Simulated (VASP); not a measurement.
Wanted: the native input for a VASP 6.6.1 run.

```yaml
Task: single point
Functional: PBE
Potentials_or_basis: VASP PAW PBE potentials, release 64 (Sc_sv, Pb_d)
Cutoff: 520 eV
k_mesh: 12 × 12 × 14
Occupations: gaussian, width 0.1 eV
Spin: no spin polarisation
Dipole_correction: no
Further_INCAR_settings: ALGO = Fast; EDIFF = 1e-07; NBANDS = 26
```

The structure of ScPb2 lies in POSCAR:

```
ScPb2
1.0
    5.4614450120      0.0000000000      0.0000000000
   -2.7307225060      4.7297501218      0.0000000000
    0.0000000000      0.0000000000      3.2801543867
Sc Pb
1 2
Direct
    0.0000000000      0.0000000000      0.0000000000
    0.3333333333      0.6666666667      0.5000000000
    0.6666666667      0.3333333333      0.5000000000
```

The input as run:

INCAR

```
SYSTEM = ScPb2
PREC = Accurate
ENCUT = 520
EDIFF = 1E-7
ISMEAR = 0
SIGMA = 0.1
LREAL = .False.
LASPH = .True.
NELM = 60
ALGO = Fast
ISIF = 2
LWAVE = .False.
LCHARG = .False.
GGA = PE
NBANDS = 26
```

KPOINTS

```
regular mesh
0
Gamma
  12 12 14
  0 0 0
```

Potentials or basis: VASP PAW PBE potentials, release 64 (Sc_sv, Pb_d).

Command:

```sh
$ cat potpaw_PBE.64/Sc_sv/POTCAR potpaw_PBE.64/Pb_d/POTCAR > POTCAR
$ mpirun -np 1 vasp_std > vasp.out
```

Results of the run:

```yaml
Pressure: 0.0 GPa
Band_gap_on_the_k_mesh: zero (an odd number of electrons rules out a gap without spin polarisation)
```

Caveat: spin-orbit coupling is left out, which moves the levels of the heavy elements.

It took 4.7 min on 1 thread of Intel(R) Xeon(R) 6975P-C (Granite Rapids) (shared host), peak memory 0.42 GiB.
